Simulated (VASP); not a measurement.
Input of a VASP 6.6.1 run:

INCAR

```
SYSTEM = TiAl5
  PREC = Accurate
  ENCUT = 600
  EDIFF = 1E-7
  ISMEAR = 0
  SIGMA = 0.1
  LREAL = .False.
  LASPH = .True.
  NELM = 80
  ALGO = Normal
  ISIF = 3
  LWAVE = .False.
  LCHARG = .False.
  GGA = PE
  IBRION = 2
  NSW = 70
  EDIFFG = -0.04
  ISYM = 0
```

The input KPOINTS:

```
Automatic mesh
0
Gamma
  3 3 2
  0 0 0.5
```

The input POSCAR:

```
TiAl5
1.0
   -4.0534492800     -4.0534492800      0.0000000000
    0.0000000000      4.0534492800      4.0534492800
   -4.0534492800      4.0534492800     -4.0534492800
Al Ti
10 2
Direct
    0.4948848181      0.9926057524      0.9989482717
    0.0048311850      0.9967774621      0.0031019679
    0.8369198912      0.1666460674      0.6684352059
    0.3328355300      0.1690558506      0.6665055568
    0.6689857624      0.3316180343      0.3312828976
    0.4959827765      0.4988207796      0.0007570460
    0.0008784032      0.4977756707      0.0012824808
    0.8318597302      0.6695649796      0.6690534023
    0.3395260371      0.6734118152      0.6616316302
    0.1648998350      0.8334849383      0.3332207565
    0.1648663998      0.3301154113      0.3305103876
    0.6598898629      0.8290490648      0.3309900649
```

Potentials or basis: VASP PAW PBE potentials, release 64 (Al, Ti_sv).

Command:

```sh
$ cat potpaw_PBE.64/Al/POTCAR potpaw_PBE.64/Ti_sv/POTCAR > POTCAR
$ mpirun -np 1 vasp_std > vasp.out
```

**Question.** Estimate the band gap on the k mesh.

**Answer.** Zero (bands 27 and 28 overlap by 0.65 eV).

**Question.** Predict the relaxed cell.

**Answer.** a = 5.650 Å, b = 5.650 Å, c = 7.111 Å, α = 91.24°, β = 88.75°, γ = 119.75°.

**Question.** What does it give for the relaxed volume?

**Answer.** 16.42 Å³/atom.

**Question.** Estimate the space group after relaxing (to 0.1 Å).

**Answer.** P2/m (No. 10).

The path:
| step | energy change (eV) | largest force (eV/Å) | pressure (GPa) | volume (Å³) |
| --- | --- | --- | --- | --- |
| 1 | 0.0000 | 0.3041 | -1.25 | 199.80 |
| 2 | -0.0793 | 0.1883 | 0.50 | 196.02 |
| 3 | -0.0802 | 0.1748 | 0.72 | 195.59 |
| 4 | -0.0953 | 0.1182 | 0.01 | 197.09 |
| 5 | -0.0968 | 0.1135 | -0.27 | 197.73 |
| 6 | -0.1041 | 0.0913 | -0.14 | 197.39 |
| 7 | -0.1067 | 0.1005 | 0.02 | 197.04 |
| 8 | -0.1108 | 0.0965 | 0.06 | 196.92 |
| 9 | -0.1122 | 0.0933 | 0.10 | 196.81 |
| 10 | -0.1160 | 0.0628 | -0.06 | 197.14 |
| 11 | -0.1172 | 0.0859 | -0.22 | 197.47 |
| 12 | -0.1195 | 0.0779 | 0.19 | 196.62 |
| 13 | -0.1195 | 0.0775 | 0.20 | 196.58 |
| 14 | -0.1211 | 0.0359 | -0.01 | 197.05 |

Caveat: the k points lie up to 0.44 Å⁻¹ apart in the final cell, too coarse for converged energies and pressures of a metal.
